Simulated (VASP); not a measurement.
# Li7Sb (Amm2) in VASP: a series of runs

Runs on Li7Sb. Level: PBE. Tasks: single point.

Everything below comes from runs of VASP 6.6.1. Logs are shortened: lines on timing, memory, paths and dates and some standing lists are left out, and cuts for length are marked.

### 1 The cell of the first run

The typed cell holds 8 atoms: a = 4.372 Å, b = 5.575 Å, c = 5.575 Å, α = 109.37°, β = 90.00°, γ = 90.00°.

### 2 Single point, PBE (16.03 Å³/atom)

INCAR reads:

```
ALGO = Fast
EDIFF = 1E-6
ENCUT = 520
GGA = PE
ISIF = 2
ISMEAR = 0
LASPH = True
LCHARG = False
LREAL = False
LWAVE = False
NBANDS = 23
NELM = 60
PREC = Accurate
SIGMA = 0.1
```

KPOINTS reads:

```
k-points
0
Gamma
  8 8 8
```

POSCAR reads:

```
Li7Sb
1.0
    4.3719145907      0.0000000000      0.0000000000
    0.0000000000      4.5493464072      3.2230477334
    0.0000000000     -4.5493464072      3.2230477334
Li Sb
7 1
Direct
    0.5000000000      0.0417756252      0.5415671929
    0.5000000000      0.5415671929      0.0417756252
    0.5000000000      0.5419527368      0.5419527368
    0.0000000000      0.2532230294      0.8298559338
    0.0000000000      0.3154898247      0.3154898247
    0.0000000000      0.7676100600      0.7676100600
    0.0000000000      0.8298559338      0.2532230294
    0.5000000000      0.0414846988      0.0414846988
```

Potentials or basis: VASP PAW PBE potentials, release 64 (Li_sv, Sb).

Command:

```bash
> cat potpaw_PBE.64/Li_sv/POTCAR potpaw_PBE.64/Sb/POTCAR > POTCAR
> mpirun -np 1 vasp_std > vasp.out
```

OUTCAR:

```text
EDIFF = 1E-6
   ENCUT = 520
   GGA = PE
   ISIF = 2
   ISMEAR = 0
   LASPH = True
   LREAL = False
   NELM = 60
   PREC = Accurate

 ion  position               nearest neighbor table
   1  0.500  0.042  0.542-   8 2.79   8 2.79
   2  0.500  0.542  0.042-   8 2.79   8 2.79
   3  0.500  0.542  0.542-
   4  0.000  0.253  0.830-   8 2.91   8 2.91
   5  0.000  0.315  0.315-   8 2.81   8 2.81
   6  0.000  0.768  0.768-   8 2.81   8 2.81
   7  0.000  0.830  0.253-   8 2.91   8 2.91
   8  0.500  0.041  0.041-   2 2.79   1 2.79   1 2.79   2 2.79   6 2.81   6 2.81   5 2.81   5 2.81
                             4 2.91   4 2.91   7 2.91   7 2.91

  LATTYP: Found a base centered orthorhombic cell.
 ALAT       =     6.4460954668
 B/A-ratio  =     1.4115045086
 C/A-ratio  =     0.6782267829

  Lattice vectors:

 A1 = (   0.0000000000,   4.5493464072,   3.2230477334)
 A2 = (   0.0000000000,  -4.5493464072,   3.2230477334)
 A3 = (   4.3719145907,   0.0000000000,   0.0000000000)

Analysis of symmetry for initial positions (statically):
=====================================================================
 Subroutine PRICEL returns:
 Original cell was already a primitive cell.

 Routine SETGRP: Setting up the symmetry group for a
 base centered orthorhombic supercell.

 Subroutine GETGRP returns: Found  4 space group operations
 (whereof  4 operations were pure point group operations)
 out of a pool of  8 trial point group operations.

The static configuration has the point symmetry C_2v.

Analysis of symmetry for dynamics (positions and initial velocities):
=====================================================================
 Subroutine PRICEL returns:
 Original cell was already a primitive cell.

 Routine SETGRP: Setting up the symmetry group for a
 base centered orthorhombic supercell.

 Subroutine GETGRP returns: Found  4 space group operations
 (whereof  4 operations were pure point group operations)
 out of a pool of  8 trial point group operations.

The dynamic configuration has the point symmetry C_2v.

 Subroutine INISYM returns: Found  4 space group operations
 (whereof  4 operations are pure point group operations),
 and found     1 'primitive' translations

----------------------------------------------------------------------------------------

                                     Primitive cell

  volume of cell :     128.2087

  direct lattice vectors                    reciprocal lattice vectors
     4.371914591  0.000000000  0.000000000     0.228732739  0.000000000  0.000000000
     0.000000000  4.549346407  3.223047733     0.000000000  0.109905898  0.155132670
     0.000000000 -4.549346407  3.223047733     0.000000000 -0.109905898  0.155132670

  length of vectors
     4.371914591  5.575355542  5.575355542     0.228732739  0.190119572  0.190119572

  position of ions in fractional coordinates (direct lattice)
     0.500000000  0.041775625  0.541567193
     0.500000000  0.541567193  0.041775625
     0.500000000  0.541952737  0.541952737
     0.000000000  0.253223029  0.829855934
     0.000000000  0.315489825  0.315489825
     0.000000000  0.767610060  0.767610060
     0.000000000  0.829855934  0.253223029
     0.500000000  0.041484699  0.041484699

  ion indices of the primitive-cell ions
   primitive index   ion index
                 1           1
                 2           2
                 3           3
                 4           4
                 5           5
                 6           6
                 7           7
                 8           8

----------------------------------------------------------------------------------------

 KPOINTS: k-points

Automatic generation of k-mesh.
 Grid dimensions read from file:
 generate k-points for:    8    8    8

 Generating k-lattice:

  Cartesian coordinates                     Fractional coordinates (reciprocal lattice)
     0.028591592  0.000000000  0.000000000     0.125000000  0.000000000  0.000000000
     0.000000000  0.013738237  0.019391584     0.000000000  0.125000000  0.000000000
     0.000000000 -0.013738237  0.019391584     0.000000000  0.000000000  0.125000000

  Length of vectors
     0.028591592  0.023764946  0.023764946

  Shift w.r.t. Gamma in fractional coordinates (k-lattice)
     0.000000000  0.000000000  0.000000000

 Subroutine IBZKPT returns following result:
 ===========================================

 Found    105 irreducible k-points:

 Following reciprocal coordinates:
            Coordinates               Weight
  0.000000  0.000000  0.000000      1.000000
  0.125000  0.000000  0.000000      2.000000
  0.250000  0.000000  0.000000      2.000000
  0.375000  0.000000  0.000000      2.000000
  0.500000  0.000000  0.000000      1.000000
  0.000000  0.125000  0.000000      4.000000
[... 16 lines left out ...]
  0.250000  0.500000  0.000000      4.000000
  0.375000  0.500000  0.000000      4.000000
 [... further k-points ...]
   k-points           NKPTS =    105   k-points in BZ     NKDIM =    105   number of bands    NBANDS=     23
   number of dos      NEDOS =    301   number of ions     NIONS =      8
   total plane-waves  NPLWV =  63504
   dimension x,y,z NGX =    36 NGY =   42 NGZ =   42
   dimension x,y,z NGXF=    72 NGYF=   84 NGZF=   84
   ions per type =               7   1
   NGX,Y,Z   is equivalent  to a cutoff of  13.69, 12.52, 12.52 a.u.
   NGXF,Y,Z  is equivalent  to a cutoff of  27.38, 25.05, 25.05 a.u.
 SYSTEM =  unknown system
   PREC   = accura    normal or accurate (medium, high low for compatibility)
   ISTART =      0    job   : 0-new  1-cont  2-samecut
   ICHARG =      2    charge: 1-file 2-atom 10-const
   ISPIN  =      1    spin polarized calculation?
   LNONCOLLINEAR =      F non collinear calculations
   LSORBIT =      F    spin-orbit coupling
   LASPH  =      T    aspherical Exc in radial PAW
   ENCUT  =  520.0 eV  38.22 Ry    6.18 a.u.   8.13 10.37 10.37*2*pi/ulx,y,z
   NELM   =     60;   NELMIN=  2; NELMDL= -5     # of ELM steps
   EDIFF  = 0.1E-05   stopping-criterion for ELM
   LREAL  =      F    real-space projection
   EDIFFG = 0.1E-04   stopping-criterion for IOM
   NSW    =      0    number of steps for IOM
   IBRION =     -1    ionic relax: 0-MD 1-quasi-New 2-CG
   NFREE  =      0    steps in history (QN), initial steepest desc. (CG)
   ISIF   =      2    stress and relaxation
   ISYM   =      2    0-nonsym 1-usesym 2-fastsym
   POTIM  = 0.5000    time-step for ionic-motion
   TEBEG  =    0.0;   TEEND  =   0.0 temperature during run
   PSTRESS=    0.0 pullay stress
   NELECT =      26.0000    total number of electrons
   NUPDOWN=      -1.0000    fix difference up-down
   EMIN   =  10.00;   EMAX   =-10.00  energy-range for DOS
   EFERMI =   0.00;   METHOD = LEGACY
   ISMEAR =     0;   SIGMA  =   0.10  broadening in eV -4-tet -1-fermi 0-gaus
   EFERMI_NEDOS =   21; number of points for ismear=-14 and -15
   IALGO  =     68    algorithm
   IMIX   =      4    mixing-type and parameters
     AMIX     =   0.40;   BMIX     =  1.00
     AMIX_MAG =   1.60;   BMIX_MAG =  1.00
  volume/ion in A,a.u.               =      16.03       108.15
  Fermi-wavevector in a.u.,A,eV,Ry     =   0.961819  1.817575 12.586700  0.925096
  Thomas-Fermi vector in A             =   2.091224
   LORBIT       =      0    0 simple, 1 ext, 2 COOP (PROOUT), +10 PAW based schemes
   GGA     = PE    functional components
   LHFCALC =     F    Hartree Fock is set to
   AEXX    =    0.0000 exact exchange contribution
   IVDW    =     0    specifies the selected vdW correction
   LEPSILON=     F    determine dielectric tensor
   LRPA    =     F    only Hartree local field effects (RPA)
 non-spin polarized calculation
 RMM-DIIS sequential band-by-band and
 Gauss-broadening in eV      SIGMA  =   0.10
  energy-cutoff  :      520.00
  volume of cell :      128.21
 maximum number of plane-waves:      3476
 NGX is ok and might be reduce to    36
   NGX = 17   NGY = 21   NGZ = 21

 number of electron      25.9999929 magnetization

 Free energy of the ion-electron system (eV)
  ---------------------------------------------------
  ext. energy  EPLUGINS =         0.00000000
  ---------------------------------------------------
  free energy    TOTEN  =       -19.54304943 eV

  energy without entropy =      -19.53400789  energy(sigma->0) =      -19.53852866

 E-fermi :   3.1879     XC(G=0):  -8.3422

 val. band max:        3.1804668806   @ k =   0.3750   0.5000   0.5000
 cond. band min:       3.1891083675   @ k =   0.3750  -0.3750   0.3750
 fundamental gap:      0.0086414870
 Fermi energy:         3.1879360365

 k-point     1 :       0.0000    0.0000    0.0000
  band No.  band energies     occupation
      1     -43.4922      2.00000
      2     -43.1683      2.00000
      3     -43.1619      2.00000
      4     -43.0313      2.00000
      5     -43.0193      2.00000
      6     -42.9944      2.00000
[... 15 lines left out ...]
     22       8.9664      0.00000
     23       9.1838      0.00000

 k-point     2 :       0.1250    0.0000    0.0000
  band No.  band energies     occupation
      1     -43.4921      2.00000
      2     -43.1678      2.00000
      3     -43.1619      2.00000
      4     -43.0318      2.00000
      5     -43.0193      2.00000
      6     -42.9943      2.00000
[... 15 lines left out ...]
     22       8.4700      0.00000
     23       8.5243      0.00000

 k-point     3 :       0.2500    0.0000    0.0000
  band No.  band energies     occupation
      1     -43.4917      2.00000
      2     -43.1667      2.00000
      3     -43.1619      2.00000
      4     -43.0328      2.00000
      5     -43.0193      2.00000
      6     -42.9943      2.00000
[... 15 lines left out ...]
     22       8.2408      0.00000
     23       8.6853      0.00000

 k-point     4 :       0.3750    0.0000    0.0000
  band No.  band energies     occupation
      1     -43.4913      2.00000
      2     -43.1656      2.00000
      3     -43.1618      2.00000
      4     -43.0340      2.00000
      5     -43.0192      2.00000
      6     -42.9943      2.00000
[... 15 lines left out ...]
     22       9.0565      0.00000
     23      10.1916      0.00000

 k-point     5 :       0.5000    0.0000    0.0000
  band No.  band energies     occupation
      1     -43.4912      2.00000
      2     -43.1651      2.00000
      3     -43.1618      2.00000
      4     -43.0345      2.00000
      5     -43.0192      2.00000
      6     -42.9942      2.00000
[... 15 lines left out ...]
     22       9.2733      0.00000
     23      11.3132      0.00000

 k-point     6 :       0.0000    0.1250    0.0000
  band No.  band energies     occupation
      1     -43.4922      2.00000
      2     -43.1681      2.00000
      3     -43.1622      2.00000
      4     -43.0308      2.00000
      5     -43.0193      2.00000
      6     -42.9950      2.00000
[... 15 lines left out ...]
     22       8.9896      0.00000
     23       9.2544      0.00000

 k-point     7 :       0.1250    0.1250    0.0000
  band No.  band energies     occupation
      1     -43.4920      2.00000
      2     -43.1676      2.00000
      3     -43.1621      2.00000
      4     -43.0313      2.00000
      5     -43.0193      2.00000
      6     -42.9950      2.00000
[... 353 lines left out ...]
     22       9.1994      0.00000
     23      10.4944      0.00000

 k-point    21 :       0.0000    0.5000    0.0000
  band No.  band energies     occupation
      1     -43.4920      2.00000
      2     -43.1654      2.00000
      3     -43.1651      2.00000
      4     -43.0275      2.00000
      5     -43.0197      2.00000
      6     -42.9982      2.00000
[... 15 lines left out ...]
     22       8.7073      0.00000
     23       9.5411      0.00000

 k-point    22 :       0.1250    0.5000    0.0000
  band No.  band energies     occupation
      1     -43.4918      2.00000
      2     -43.1651      2.00000
      3     -43.1648      2.00000
      4     -43.0277      2.00000
      5     -43.0199      2.00000
      6     -42.9983      2.00000
[... 15 lines left out ...]
     22       8.8228      0.00000
     23       9.9468      0.00000

 k-point    23 :       0.2500    0.5000    0.0000
  band No.  band energies     occupation
      1     -43.4915      2.00000
      2     -43.1646      2.00000
      3     -43.1643      2.00000
      4     -43.0283      2.00000
      5     -43.0205      2.00000
      6     -42.9986      2.00000
[... 15 lines left out ...]
     22       8.8102      0.00000
     23      10.3601      0.00000

 k-point    24 :       0.3750    0.5000    0.0000
  band No.  band energies     occupation
      1     -43.4911      2.00000
      2     -43.1640      2.00000
      3     -43.1638      2.00000
      4     -43.0288      2.00000
      5     -43.0210      2.00000
      6     -42.9988      2.00000
[... 15 lines left out ...]
     22       9.7544      0.00000
     23      10.1602      0.00000

 [... further k-points ...]

------------------------ aborting loop because EDIFF is reached ----------------------------------------

  FORCE on cell =-STRESS in cart. coord.  units (eV):
  Direction    XX          YY          ZZ          XY          YZ          ZX
  --------------------------------------------------------------------------------------
  -------------------------------------------------------------------------------------
  Total        2.7223184      2.7141324      2.6796969      0.0000000      0.0000000      0.0000000
  in kB       34.0198265     33.9175290     33.4872004      0.0000000      0.0000000      0.0000000
  external PRESSURE =      33.8081853 kB  Pullay stress =       0.0000000 kB

 VOLUME and BASIS-vectors are now :
 -----------------------------------------------------------------------------
  energy-cutoff  :      520.00
  volume of cell :      128.21
      direct lattice vectors                 reciprocal lattice vectors
     4.371914591  0.000000000  0.000000000     0.228732739  0.000000000  0.000000000
     0.000000000  4.549346407  3.223047733     0.000000000  0.109905898  0.155132670
     0.000000000 -4.549346407  3.223047733     0.000000000 -0.109905898  0.155132670

 POSITION                                       TOTAL-FORCE (eV/Angst)
 -----------------------------------------------------------------------------------
      2.18596     -2.27372      1.88014         0.000000      0.000002     -0.000148
      2.18596      2.27372      1.88014         0.000000     -0.000002     -0.000148
      2.18596      0.00000      3.49348         0.000000      0.000000     -0.001137
      0.00000     -2.62330      3.49082         0.000000     -0.000514      0.000203
      0.00000      0.00000      2.03368         0.000000      0.000000     -0.000044
      0.00000      0.00000      4.94809         0.000000      0.000000      0.000916
      0.00000      2.62330      3.49082         0.000000      0.000514      0.000203
      2.18596      0.00000      0.26741         0.000000      0.000000      0.000156
 -----------------------------------------------------------------------------------
    total drift:                                0.000000     -0.000000     -0.000020

  FREE ENERGIE OF THE ION-ELECTRON SYSTEM (eV)
  ---------------------------------------------------
  free  energy   TOTEN  =       -19.5430494312 eV

  energy  without entropy=      -19.5340078852  energy(sigma->0) =      -19.53852866
```

Run time: 3.1 min. Hardware: 1 thread of Intel Xeon 6975P-C (Granite Rapids), shared host; peak memory 0.4 GiB.

Results:

* Free energy: -19.5430 eV
* Band gap on the k mesh: zero (bands 13 and 14 overlap by 1.60 eV)

Levels at points of the mesh, in eV from the Fermi level:
| k point | band 10 | band 11 | band 12 | band 13 | band 14 | band 15 | band 16 | band 17 |
| --- | --- | --- | --- | --- | --- | --- | --- | --- |
| (0.00, 0.00, 0.00) | -2.81 | -2.17 | -1.82 | -0.28 | -0.27 | 1.87 | 3.26 | 3.33 |
| (0.50, 0.00, 0.00) | -2.72 | -2.57 | -1.01 | -0.08 | 0.09 | 1.03 | 1.83 | 2.93 |
| (0.00, 0.50, 0.00) | -2.80 | -1.46 | -1.42 | 0.30 | 1.50 | 1.62 | 2.26 | 2.46 |
| (0.50, 0.50, 0.00) | -3.32 | -2.48 | -1.66 | -0.13 | 0.21 | 1.07 | 2.47 | 2.54 |
| (0.00, 0.50, 0.50) | -3.24 | -1.90 | -1.25 | 1.16 | 1.89 | 2.37 | 2.41 | 2.85 |
| (0.50, 0.50, 0.50) | -3.13 | -2.74 | -1.38 | -0.66 | -0.37 | -0.28 | 3.12 | 4.41 |

Caveat: the cutoff is under 1.25 times the usual one of these potentials, so pressure, stress and relaxed cells hold a basis-set (Pulay) error; spin-orbit coupling is left out, which moves the levels of the heavy elements.

### 3 Single point, PBE (16.57 Å³/atom)

This run uses another cell than the first one, of 16.57 Å³/atom.

INCAR reads:

```
SYSTEM = Li7Sb
ALGO = Fast
EDIFF = 1E-7
ENCUT = 520
GGA = PE
ISIF = 2
ISMEAR = 0
LASPH = .TRUE.
LCHARG = .FALSE.
LREAL = .FALSE.
LWAVE = .FALSE.
NBANDS = 23
NELM = 80
PREC = Accurate
SIGMA = 0.1
```

KPOINTS reads:

```
k-points
0
G
  8 8 8
  0 0 0
```

POSCAR reads:

```
Li7Sb
1.0
    4.4119676567      0.0000000000      0.0000000000
    0.0000000000      4.5958567994      3.2692439264
    0.0000000000     -4.5958567994      3.2692439264
Li Sb
7 1
Direct
    0.5000000000      0.0418945329      0.5415012934
    0.5000000000      0.5415012934      0.0418945329
    0.5000000000      0.5422472920      0.5422472920
    0.0000000000      0.2529248068      0.8300279887
    0.0000000000      0.3144712953      0.3144712953
    0.0000000000      0.7685388444      0.7685388444
    0.0000000000      0.8300279887      0.2529248068
    0.5000000000      0.0413530481      0.0413530481
```

Potentials or basis: VASP PAW PBE potentials, release 64 (Li_sv, Sb).

Command:

```bash
> cat potpaw_PBE.64/Li_sv/POTCAR potpaw_PBE.64/Sb/POTCAR > POTCAR
> mpirun -np 1 vasp_std > vasp.out
```

Run time: 5.7 min. Hardware: 1 thread of Intel Xeon 6975P-C (Granite Rapids), shared host; peak memory 0.41 GiB.

Results (log left out):

| Item | Value |
| --- | --- |
| Free energy | -19.6243 eV |
| Band gap on the k mesh | zero (bands 13 and 14 overlap by 1.54 eV) |

Forces in eV/Å, atoms in the order of the input:
```
Li   0.000  0.000  0.000
Li   0.000  0.000  0.000
Li   0.000  0.000 -0.002
Li   0.000 -0.001  0.000
Li   0.000  0.000 -0.001
Li   0.000  0.000  0.002
Li   0.000  0.001  0.000
Sb   0.000  0.000  0.000
```

Levels at points of the mesh, in eV from the Fermi level:
| k point | band 10 | band 11 | band 12 | band 13 | band 14 | band 15 | band 16 | band 17 |
| --- | --- | --- | --- | --- | --- | --- | --- | --- |
| (0.00, 0.00, 0.00) | -2.76 | -2.18 | -1.77 | -0.27 | -0.25 | 1.80 | 3.17 | 3.25 |
| (0.50, 0.00, 0.00) | -2.65 | -2.51 | -0.99 | -0.15 | 0.10 | 1.04 | 1.83 | 2.85 |
| (0.00, 0.50, 0.00) | -2.75 | -1.44 | -1.39 | 0.26 | 1.52 | 1.53 | 2.23 | 2.39 |
| (0.50, 0.50, 0.00) | -3.25 | -2.43 | -1.63 | -0.11 | 0.22 | 1.05 | 2.36 | 2.44 |
| (0.00, 0.50, 0.50) | -3.19 | -1.88 | -1.23 | 1.11 | 1.90 | 2.32 | 2.35 | 2.80 |
| (0.50, 0.50, 0.50) | -3.07 | -2.68 | -1.35 | -0.64 | -0.36 | -0.27 | 3.02 | 4.24 |

Caveat: the cutoff is under 1.25 times the usual one of these potentials, so pressure, stress and relaxed cells hold a basis-set (Pulay) error; spin-orbit coupling is left out, which moves the levels of the heavy elements.

(Part 1 of 2 ends here.)
